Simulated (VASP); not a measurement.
# AlN (P2_1) in VASP: a series of runs

Runs on AlN. Level: LDA. Tasks: single point.

Program: VASP 6.6.1. These are calculated values, not measurements. Logs are shortened: lines on timing, memory, paths and dates and some standing lists are left out, and cuts for length are marked.

### Step 1. The cell of the first run

The structure is monoclinic, space group P2_1 (No. 4). Conventional cell: a = 3.089 Å, b = 4.944 Å, c = 3.089 Å, α = 90.00°, β = 120.00°, γ = 90.00°. Al (site symmetry 1) has 4 N at 1.87 to 1.90 Å within 2.5 Å. N (site symmetry 1) has 4 Al at 1.87 to 1.90 Å within 2.5 Å.

### Step 2. Single point, LDA (mode 4 frozen in at -0.017 Å and mode 5 at +0.086 Å (largest displacements))

The input, INCAR:

```
PREC = Accurate ; ENCUT = 520
EDIFF = 1E-7 ; ISMEAR = 0
SIGMA = 0.05 ; LREAL = F
LASPH = T ; NELM = 100
ALGO = Normal ; ISIF = 2
LWAVE = F ; LCHARG = F
GGA = CA ; NBANDS = 16
```

The input, KPOINTS:

```
regular mesh
0
Gamma
  9 9 6
```

The input, POSCAR:

```
AlN
1.0
    3.0887424016      0.0000000000      0.0000000000
   -1.5443712008      2.6749293856      0.0000000000
    0.0000000000      0.0000000000      4.9437688231
Al N
2 2
Direct
    0.3438399146      0.6988170481      0.0015212672
    0.6561600854      0.3011829519      0.5015212672
    0.3239579721      0.6379778447      0.3834787328
    0.6760420279      0.3620221553      0.8834787328
```

Potentials or basis: VASP PAW LDA potentials, release 64 (Al, N).

Started as:

```console
$ cat potpaw_LDA.64/Al/POTCAR potpaw_LDA.64/N/POTCAR > POTCAR
$ mpirun -np 1 vasp_std > vasp.out
```

OUTCAR:

```text
PREC = Accurate
   ENCUT = 520
   EDIFF = 1E-7
   ISMEAR = 0
   LREAL = F
   LASPH = T
   NELM = 100
   ISIF = 2
   GGA = CA

 ion  position               nearest neighbor table
   1  0.344  0.699  0.002-   4 1.87   4 1.88   4 1.88   3 1.90   2 2.95   2 2.95   2 3.09   2 3.09
                             2 3.12   2 3.12
   2  0.656  0.301  0.502-   3 1.87   3 1.88   3 1.88   4 1.90   1 2.95   1 2.95   1 3.09   1 3.09
                             1 3.12   1 3.12
   3  0.324  0.638  0.383-   2 1.87   2 1.88   2 1.88   1 1.90
   4  0.676  0.362  0.883-   1 1.87   1 1.88   1 1.88   2 1.90

  LATTYP: Found a hexagonal cell.
 ALAT       =     3.0887424016
 C/A-ratio  =     1.6005766038

  Lattice vectors:

 A1 = (   3.0887424016,   0.0000000000,   0.0000000000)
 A2 = (  -1.5443712008,   2.6749293856,   0.0000000000)
 A3 = (   0.0000000000,   0.0000000000,   4.9437688231)

Analysis of symmetry for initial positions (statically):
=====================================================================
 Subroutine PRICEL returns:
 Original cell was already a primitive cell.

 Routine SETGRP: Setting up the symmetry group for a
 hexagonal supercell.

 Subroutine GETGRP returns: Found  2 space group operations
 (whereof  1 operations were pure point group operations)
 out of a pool of 24 trial point group operations.

The static configuration has the point symmetry C_1 .
 The point group associated with its full space group is C_2 .

Analysis of symmetry for dynamics (positions and initial velocities):
=====================================================================
 Subroutine PRICEL returns:
 Original cell was already a primitive cell.

 Routine SETGRP: Setting up the symmetry group for a
 hexagonal supercell.

 Subroutine GETGRP returns: Found  2 space group operations
 (whereof  1 operations were pure point group operations)
 out of a pool of 24 trial point group operations.

The dynamic configuration has the point symmetry C_1 .
 The point group associated with its full space group is C_2 .

 Subroutine INISYM returns: Found  2 space group operations
 (whereof  1 operations are pure point group operations),
 and found     1 'primitive' translations

----------------------------------------------------------------------------------------

                                     Primitive cell

  volume of cell :      40.8462

  direct lattice vectors                    reciprocal lattice vectors
     3.088742402  0.000000000  0.000000000     0.323756361  0.186920822  0.000000000
    -1.544371201  2.674929386  0.000000000     0.000000000  0.373841644  0.000000000
     0.000000000  0.000000000  4.943768823     0.000000000  0.000000000  0.202274830

  length of vectors
     3.088742402  3.088742402  4.943768823     0.373841644  0.373841644  0.202274830

  position of ions in fractional coordinates (direct lattice)
     0.343839915  0.698817048  0.001521267
     0.656160085  0.301182952  0.501521267
     0.323957972  0.637977845  0.383478733
     0.676042028  0.362022155  0.883478733

  ion indices of the primitive-cell ions
   primitive index   ion index
                 1           1
                 2           2
                 3           3
                 4           4

----------------------------------------------------------------------------------------

 KPOINTS: regular mesh

Automatic generation of k-mesh.
 Grid dimensions read from file:
 generate k-points for:    9    9    6

 Generating k-lattice:

  Cartesian coordinates                     Fractional coordinates (reciprocal lattice)
     0.035972929  0.020768980  0.000000000     0.111111111 -0.000000000  0.000000000
     0.000000000  0.041537960  0.000000000     0.000000000  0.111111111  0.000000000
     0.000000000  0.000000000  0.033712472     0.000000000  0.000000000  0.166666667

  Length of vectors
     0.041537960  0.041537960  0.033712472

  Shift w.r.t. Gamma in fractional coordinates (k-lattice)
     0.000000000  0.000000000  0.000000000

 Subroutine IBZKPT returns following result:
 ===========================================

 Found    164 irreducible k-points:

 Following reciprocal coordinates:
            Coordinates               Weight
  0.000000  0.000000  0.000000      1.000000
  0.111111  0.000000  0.000000      2.000000
  0.000000  0.111111  0.000000      2.000000
 -0.111111  0.111111  0.000000      2.000000
  0.222222 -0.000000  0.000000      2.000000
  0.000000  0.222222  0.000000      2.000000
[... 16 lines left out ...]
  0.333333  0.111111  0.000000      2.000000
 -0.111111  0.444444  0.000000      2.000000
 [... further k-points ...]
   k-points           NKPTS =    164   k-points in BZ     NKDIM =    164   number of bands    NBANDS=     16
   number of dos      NEDOS =    301   number of ions     NIONS =      4
   total plane-waves  NPLWV =  23040
   dimension x,y,z NGX =    24 NGY =   24 NGZ =   40
   dimension x,y,z NGXF=    48 NGYF=   48 NGZF=   80
   ions per type =               2   2
   NGX,Y,Z   is equivalent  to a cutoff of  12.92, 12.92, 13.45 a.u.
   NGXF,Y,Z  is equivalent  to a cutoff of  25.84, 25.84, 26.90 a.u.
 SYSTEM =  unknown system
   PREC   = accura    normal or accurate (medium, high low for compatibility)
   ISTART =      0    job   : 0-new  1-cont  2-samecut
   ICHARG =      2    charge: 1-file 2-atom 10-const
   ISPIN  =      1    spin polarized calculation?
   LNONCOLLINEAR =      F non collinear calculations
   LSORBIT =      F    spin-orbit coupling
   LASPH  =      T    aspherical Exc in radial PAW
   ENCUT  =  520.0 eV  38.22 Ry    6.18 a.u.   5.74  5.74  9.19*2*pi/ulx,y,z
   NELM   =    100;   NELMIN=  2; NELMDL= -5     # of ELM steps
   EDIFF  = 0.1E-06   stopping-criterion for ELM
   LREAL  =      F    real-space projection
   EDIFFG = 0.1E-05   stopping-criterion for IOM
   NSW    =      0    number of steps for IOM
   IBRION =     -1    ionic relax: 0-MD 1-quasi-New 2-CG
   NFREE  =      0    steps in history (QN), initial steepest desc. (CG)
   ISIF   =      2    stress and relaxation
   ISYM   =      2    0-nonsym 1-usesym 2-fastsym
   POTIM  = 0.5000    time-step for ionic-motion
   TEBEG  =    0.0;   TEEND  =   0.0 temperature during run
   PSTRESS=    0.0 pullay stress
   NELECT =      16.0000    total number of electrons
   NUPDOWN=      -1.0000    fix difference up-down
   EMIN   =  10.00;   EMAX   =-10.00  energy-range for DOS
   EFERMI =   0.00;   METHOD = LEGACY
   ISMEAR =     0;   SIGMA  =   0.05  broadening in eV -4-tet -1-fermi 0-gaus
   EFERMI_NEDOS =   21; number of points for ismear=-14 and -15
   IALGO  =     38    algorithm
   IMIX   =      4    mixing-type and parameters
     AMIX     =   0.40;   BMIX     =  1.00
     AMIX_MAG =   1.60;   BMIX_MAG =  1.00
  volume/ion in A,a.u.               =      10.21        68.91
  Fermi-wavevector in a.u.,A,eV,Ry     =   1.197836  2.263582 19.521797  1.434812
  Thomas-Fermi vector in A             =   2.333741
   LORBIT       =      0    0 simple, 1 ext, 2 COOP (PROOUT), +10 PAW based schemes
   GGA     = CA    functional components
   LHFCALC =     F    Hartree Fock is set to
   AEXX    =    0.0000 exact exchange contribution
   IVDW    =     0    specifies the selected vdW correction
   LEPSILON=     F    determine dielectric tensor
   LRPA    =     F    only Hartree local field effects (RPA)
 non-spin polarized calculation
 Gauss-broadening in eV      SIGMA  =   0.05
  energy-cutoff  :      520.00
  volume of cell :       40.85
 maximum number of plane-waves:      1118
   NGX = 11   NGY = 11   NGZ = 19

 number of electron      16.0000000 magnetization

 Free energy of the ion-electron system (eV)
  ---------------------------------------------------
  ext. energy  EPLUGINS =         0.00000000
  ---------------------------------------------------
  free energy    TOTEN  =       -32.77824353 eV

  energy without entropy =      -32.77824353  energy(sigma->0) =      -32.77824353

 E-fermi :   6.3786     XC(G=0): -11.3461

 val. band max:        6.1682583152   @ k =   0.0000   0.0000   0.0000
 cond. band min:      10.4968028202   @ k =   0.0000   0.0000   0.0000
 fundamental gap:      4.3285445050
 Fermi energy:         6.3786235174

 k-point     1 :       0.0000    0.0000    0.0000
  band No.  band energies     occupation
      1      -9.0516      2.00000
      2      -6.7543      2.00000
      3      -0.0292      2.00000
      4       5.1982      2.00000
      5       5.2680      2.00000
      6       5.7430      2.00000
[... 8 lines left out ...]
     15      19.3346      0.00000
     16      19.5833      0.00000

 k-point     2 :       0.1111    0.0000    0.0000
  band No.  band energies     occupation
      1      -8.8870      2.00000
      2      -6.6611      2.00000
      3       0.1624      2.00000
      4       4.5164      2.00000
      5       5.0287      2.00000
      6       5.2289      2.00000
[... 8 lines left out ...]
     15      19.0104      0.00000
     16      19.3675      0.00000

 k-point     3 :       0.0000    0.1111    0.0000
  band No.  band energies     occupation
      1      -8.8880      2.00000
      2      -6.6575      2.00000
      3       0.1596      2.00000
      4       4.4879      2.00000
      5       5.0151      2.00000
      6       5.1405      2.00000
[... 8 lines left out ...]
     15      19.1750      0.00000
     16      19.4312      0.00000

 k-point     4 :      -0.1111    0.1111    0.0000
  band No.  band energies     occupation
      1      -8.8866      2.00000
      2      -6.6619      2.00000
      3       0.1630      2.00000
      4       4.5139      2.00000
      5       5.0351      2.00000
      6       5.2585      2.00000
[... 8 lines left out ...]
     15      19.0249      0.00000
     16      19.3957      0.00000

 k-point     5 :       0.2222   -0.0000    0.0000
  band No.  band energies     occupation
      1      -8.4177      2.00000
      2      -6.4276      2.00000
      3       0.7198      2.00000
      4       3.0079      2.00000
      5       3.9415      2.00000
      6       4.6201      2.00000
[... 8 lines left out ...]
     15      18.6054      0.00000
     16      19.2351      0.00000

 k-point     6 :       0.0000    0.2222    0.0000
  band No.  band energies     occupation
      1      -8.4234      2.00000
      2      -6.4099      2.00000
      3       0.7053      2.00000
      4       2.8747      2.00000
      5       3.9593      2.00000
      6       4.6181      2.00000
[... 8 lines left out ...]
     15      18.7735      0.00000
     16      18.8967      0.00000
[... 267 lines left out ...]
 k-point    21 :       0.1111    0.2222    0.0000
  band No.  band energies     occupation
      1      -8.0001      2.00000
      2      -6.2318      2.00000
      3       1.2192      2.00000
      4       2.1284      2.00000
      5       2.9759      2.00000
      6       4.3380      2.00000
[... 8 lines left out ...]
     15      19.1737      0.00000
     16      20.0785      0.00000

 k-point    22 :       0.3333   -0.1111    0.0000
  band No.  band energies     occupation
      1      -7.9845      2.00000
      2      -6.2720      2.00000
      3       1.2573      2.00000
      4       2.3087      2.00000
      5       3.0178      2.00000
      6       4.2405      2.00000
[... 8 lines left out ...]
     15      18.1528      0.00000
     16      20.1630      0.00000

 k-point    23 :       0.3333    0.1111    0.0000
  band No.  band energies     occupation
      1      -7.2923      2.00000
      2      -6.1376      2.00000
      3       1.1451      2.00000
      4       2.0933      2.00000
      5       2.2396      2.00000
      6       3.7513      2.00000
[... 8 lines left out ...]
     15      18.6635      0.00000
     16      21.2218      0.00000

 k-point    24 :      -0.1111    0.4444    0.0000
  band No.  band energies     occupation
      1      -7.3236      2.00000
      2      -6.0744      2.00000
      3       0.8934      2.00000
      4       2.1081      2.00000
      5       2.3419      2.00000
      6       3.7293      2.00000
[... 8 lines left out ...]
     15      18.8570      0.00000
     16      20.8150      0.00000

 [... further k-points ...]
[... 5 lines left out ...]
  --------------------------------------------------------------------------------------
  -------------------------------------------------------------------------------------
  Total        0.2346369     -0.0902487      0.1578720      0.0249993      0.0000000      0.0000000
  in kB        9.2035380     -3.5399680      6.1924631      0.9805874      0.0000000      0.0000000
  external PRESSURE =       3.9520110 kB  Pullay stress =       0.0000000 kB

 VOLUME and BASIS-vectors are now :
 -----------------------------------------------------------------------------
  energy-cutoff  :      520.00
  volume of cell :       40.85
      direct lattice vectors                 reciprocal lattice vectors
     3.088742402  0.000000000  0.000000000     0.323756361  0.186920822  0.000000000
    -1.544371201  2.674929386  0.000000000     0.000000000  0.373841644  0.000000000
     0.000000000  0.000000000  4.943768823     0.000000000  0.000000000  0.202274830

 POSITION                                       TOTAL-FORCE (eV/Angst)
 -----------------------------------------------------------------------------------
     -0.01720      1.86929      0.00752         0.083870     -0.523622      0.055645
      1.56157      0.80564      2.47941        -0.083870      0.523622      0.055645
      0.01535      1.70655      1.89583        -0.050800      0.209861     -0.055645
      1.52902      0.96838      4.36771         0.050800     -0.209861     -0.055645
 -----------------------------------------------------------------------------------
    total drift:                               -0.000000     -0.000000     -0.000610

  FREE ENERGIE OF THE ION-ELECTRON SYSTEM (eV)
  ---------------------------------------------------
  free  energy   TOTEN  =       -32.7782435299 eV

  energy  without entropy=      -32.7782435299  energy(sigma->0) =      -32.77824353
```

It took 39 s on 1 thread of Intel Xeon Platinum 8488C (Sapphire Rapids), shared host; peak memory 0.19 GiB.

What came out:

```
Free energy            : -32.7782 eV
Pressure               : 0.4 GPa
Largest force          : 0.533 eV/Å
Band gap on the k mesh : 4.33 eV, direct
```

Forces on the atoms (eV/Å):
```
Al   0.084 -0.524  0.056
Al  -0.084  0.524  0.056
N   -0.051  0.210 -0.056
N    0.051 -0.210 -0.056
```

Caveat: the cell differs from its parent crystal (mode 4 frozen in at -0.017 Å and mode 5 at +0.086 Å (largest displacements)). A k mesh can miss the band edges.

[end of part 1 of 2]
